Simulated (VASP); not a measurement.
Set up this calculation in VASP 6.6.1, as the native input.

- Task: single point
- Functional: LDA
- Potentials or basis: VASP PAW LDA potentials, release 64 (W_sv)
- Cutoff: 520 eV
- k mesh: 9 × 6 × 6
- Occupations: fermi-dirac, width 0.05 eV
- Spin: no spin polarisation
- Dipole correction: no
- Further INCAR settings: ALGO = Fast; EDIFF = 1e-07; NBANDS = 36

The structure of W lies in POSCAR:

```
W
1.0
    2.8282695754      0.0000000000      0.0000000000
    0.0000000000      4.8960819983      0.0000000000
    0.0000000000      0.0000000000      4.9563032019
W
4
Direct
    0.7931720000      0.9368430000      0.7500000000
    0.2068280000      0.4368430000      0.7500000000
    0.2068280000      0.0631570000      0.2500000000
    0.7931720000      0.5631570000      0.2500000000
```

These files were run (other wordings do the same):

INCAR

```
PREC     = Accurate       # precision mode
ENCUT    = 520            # plane-wave cutoff, eV
EDIFF    = 1E-7           # SCF threshold, eV
ISMEAR   = -1             # smearing method
SIGMA    = 0.05           # smearing width, eV
LREAL    = F              # projectors in reciprocal space
LASPH    = T              # aspherical terms in the spheres
NELM     = 60             # most SCF steps
ALGO     = Fast           # electronic algorithm
ISIF     = 2              # what is computed and relaxed
LWAVE    = F              # write WAVECAR
LCHARG   = F              # write CHGCAR
GGA      = CA             # functional
NBANDS   = 36             # bands
```

KPOINTS

```
regular mesh
0
Gamma
  9 6 6
```

Potentials or basis: VASP PAW LDA potentials, release 64 (W_sv).

Launch:

```bash
$ cat potpaw_LDA.64/W_sv/POTCAR > POTCAR
$ mpirun -np 1 vasp_std > vasp.out
```

Results of the run:

- Pressure: -19.0 GPa
- Largest force: 0.165 eV/Å
- Band gap on the k mesh: zero (bands 28 and 29 overlap by 1.23 eV)

Caveat: the cell stands under tension; spin-orbit coupling is left out, which moves the levels of the heavy elements.

Run time: 81 s on 1 thread of Intel(R) Xeon(R) 6975P-C (Granite Rapids) (shared host), peak memory 0.25 GiB.
